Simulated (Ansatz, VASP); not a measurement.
**Ca in VASP and in Ansatz**

```
Ca
1.0
     3.77507    0.00000    0.00000
     0.00000    3.77507    0.00000
     0.00000    0.00000   25.67752
Ca
5
Direct
  0.50000 0.50000 0.29562
  0.00000 0.00000 0.39687
  0.50000 0.50000 0.50000
  0.00000 0.00000 0.60313
  0.50000 0.50000 0.70438
```

Alike in both runs: functional LDA; k mesh 9 × 9 × 1; occupations gaussian, width 0.1 eV; no spin polarisation.

Ansatz relaxed the structure, and its values are those at the end. VASP's run is a single point on that final structure, the one shown.

|  | VASP | Ansatz |
| --- | --- | --- |
| version | VASP 6.6.1 | Ansatz 0.2.0 |
| potentials or method | VASP PAW LDA potentials, release 64 (Ca_sv), cutoff 520 eV | scalar-relativistic, plane waves, PAW |
| valence electrons in the cell | 50 | 50 |

```tsv
	VASP	Ansatz	Ansatz less VASP
gap on the k mesh at the Fermi level (eV)	none	none	-
work function, face that differs most (eV)	2.84	2.84	+0.001
```

LDA's correlation is that of Perdew and Zunger in VASP and of Perdew and Wang (1992) in Ansatz. A gap of «none» marks a metal or a gap that the smearing closes. Ansatz's warnings: vacuum density over bound.
